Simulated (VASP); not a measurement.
BN:

```
CELL_PARAMETERS angstrom
0.00000 1.80483 1.80483
1.80483 0.00000 1.80483
1.80483 1.80483 0.00000
ATOMIC_POSITIONS crystal
B 0.00000 0.00000 0.00000
N 0.25000 0.25000 0.25000
```

Base run:

| Property | Result |
| --- | --- |
| Program | VASP 6.6.1 |
| Functional | r2SCAN |
| Potentials or basis | VASP PAW PBE potentials, release 64 (B, N) |
| Cutoff | 520 eV |
| k mesh | 10 × 10 × 10 |
| Occupations | gaussian, width 0.01 eV |
| Spin | no spin polarisation |

Its results: band gap on the k mesh 4.98 eV, indirect (least direct gap 9.55 eV); pressure 1.1 GPa.

Question: The run is repeated on the same cell with these changes: functional from r2SCAN to PBE; k mesh from 10 × 10 × 10 to 12 × 12 × 12. What comes out?

Answer: Band gap on the k mesh 4.46 eV, indirect (least direct gap 8.84 eV); pressure 5.0 GPa.

Several settings changed at once, so the effect can't be laid on one alone.

Caveats: the PAW data sets were made with another functional, which shifts forces and pressure a little (some runs).

A k mesh can miss the band edges.
